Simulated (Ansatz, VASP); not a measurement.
# CoB3H3: VASP beside Ansatz

```xyz
14
Lattice="2.7658 0.0000 0.0000 1.3829 -3.6706 0.0000 0.0000 0.0000 -9.3512" Properties=species:S:1:pos:R:3 pbc="T T T"
H     1.3829   -2.1282   -8.3562
H     2.7658   -1.5424   -3.6806
H     2.7658   -1.5424   -0.9950
H     1.3829   -2.1282   -5.6706
H     1.3829    0.0000   -7.0134
H     1.3829    0.0000   -2.3378
B     2.7658   -0.6820   -8.2889
B     1.3829   -2.9886   -3.6133
B     1.3829   -2.9886   -1.0623
B     2.7658   -0.6820   -5.7379
B     2.7658   -1.5027   -7.0134
B     1.3829   -2.1678   -2.3378
Co    1.3829    0.0000    0.0000
Co    1.3829    0.0000   -4.6756
```

Alike in both runs: task single point; functional r2SCAN; k mesh 8 × 8 × 3; occupations fermi-dirac, width 0.0318 eV; no spin polarisation.

|  | VASP | Ansatz |
| --- | --- | --- |
| version | VASP 6.6.1 | Ansatz 0.2.0 |
| potentials or method | VASP PAW PBE potentials, release 64 (H, B, Co), cutoff 520 eV | PAW plane waves |
| valence electrons in the cell | 42 | 58 |

VASP gave:

- pressure (GPa): 13.2
- rms of the force components (eV/Å): 0.820

Problem. Estimate Ansatz's values.

Solution. Pressure (GPa): 12.9; rms of the force components (eV/Å): 0.826.

VASP's potentials were made for PBE, not for r2SCAN. VASP's potentials hold 42 valence electrons a cell and Ansatz's 58, so a difference there can come from the potentials and not from the codes.
